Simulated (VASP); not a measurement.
ZnSe (zincblende type), 2 atoms in the cell. It takes space group F-43m (No. 216, cubic). The conventional cell has a = 5.169 Å, b = 5.169 Å, c = 5.169 Å, α = 90.00°, β = 90.00°, γ = 90.00°. Within 3.0 Å of Zn (site symmetry -43m) lie 4 Se at 2.24 Å. Se (site symmetry -43m) has 4 Zn at 2.24 Å within 3.0 Å.  This cell differs from its parent crystal: volume scaled by 0.8.

* Program: VASP 6.6.1
* Task: single point
* Functional: LDA
* Potentials or basis: VASP PAW LDA potentials, release 64 (Zn, Se)
* Cutoff: 520 eV
* k mesh: 11 × 11 × 11
* Occupations: fermi-dirac, width 0.08 eV
* Spin: no spin polarisation
* Dipole correction: no
* Further INCAR settings: ALGO = Normal; EDIFF = 1e-07; NBANDS = 16

Potentials or basis: VASP PAW LDA potentials, release 64 (Zn, Se).

Run with:

```bash
$ cat potpaw_LDA.64/Zn/POTCAR potpaw_LDA.64/Se/POTCAR > POTCAR
$ mpirun -np 1 vasp_std > vasp.out
```

Hardware: 1 thread of AMD EPYC 9R45 96-Core Processor (Zen 5), with other jobs on the host.

**Question.** Estimate the wall time of this run.

**Answer.** Run time: 16 s on 1 thread of AMD EPYC 9R45 96-Core Processor (Zen 5), on a shared host, peak memory 0.13 GiB. Counts: scf iterations 13, k points 56.
